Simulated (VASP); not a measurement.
## PtSe2: single point with r2SCAN

Crystal: PtSe2.

```xyz
3
Lattice="3.7170 0.0000 0.0000 -1.8585 3.2190 0.0000 0.0000 0.0000 5.7119" Properties=species:S:1:pos:R:3 pbc="T T T"
Pt    0.0000    0.0000    0.0000
Se    0.0000    2.1460    1.3101
Se    1.8585    1.0730    4.4018
```

This cell differs from its parent crystal: volume scaled by 0.980.

| Property | Result |
| --- | --- |
| Program | VASP 6.6.1 |
| Task | single point |
| Functional | r2SCAN |
| Potentials or basis | VASP PAW PBE potentials, release 64 (Pt, Se) |
| Cutoff | 520 eV |
| k mesh | 8 × 8 × 4 |
| Occupations | gaussian, width 0.05 eV |
| Spin | no spin polarisation |
| Dipole correction | no |
| Further INCAR settings | ALGO = Normal; EDIFF = 1e-06; NBANDS = 18 |

```yaml
Pressure: 0.4 GPa
Largest_force: 0.011 eV/Å
Band_gap_on_the_k_mesh: 0.53 eV, indirect (least direct gap 0.78 eV)
```

Forces on the atoms (eV/Å):
```
Pt   0.000  0.000  0.000
Se   0.000  0.000  0.011
Se   0.000  0.000 -0.011
```

Levels at points of the mesh, in eV from the valence-band top:
| k point | band 7 | band 8 | band 9 | band 10 | band 11 | band 12 | band 13 | band 14 | band 15 | band 16 |
| --- | --- | --- | --- | --- | --- | --- | --- | --- | --- | --- |
| (0.00, 0.00, 0.00) | -3.73 | -2.31 | -0.70 | -0.70 | 0.00 | 2.25 | 2.25 | 4.78 | 5.07 | 8.25 |
| (0.50, 0.00, 0.00) | -3.20 | -3.11 | -2.88 | -2.77 | -2.68 | 1.44 | 2.45 | 4.98 | 6.36 | 7.93 |
| (0.00, 0.00, 0.50) | -3.74 | -2.32 | -1.60 | -0.85 | -0.85 | 2.57 | 2.57 | 5.51 | 6.63 | 7.99 |
| (0.50, 0.00, 0.50) | -3.22 | -3.20 | -2.87 | -2.52 | -1.54 | 1.86 | 2.03 | 4.56 | 5.63 | 7.48 |

It took 120 s on 1 thread of Intel(R) Xeon(R) Platinum 8559C (Emerald Rapids), on a shared host, peak memory 0.2 GiB.

Caveat: the PAW data sets were made with another functional, which shifts forces and pressure a little; spin-orbit coupling is left out, which moves the levels of the heavy elements. A k mesh can miss the band edges.
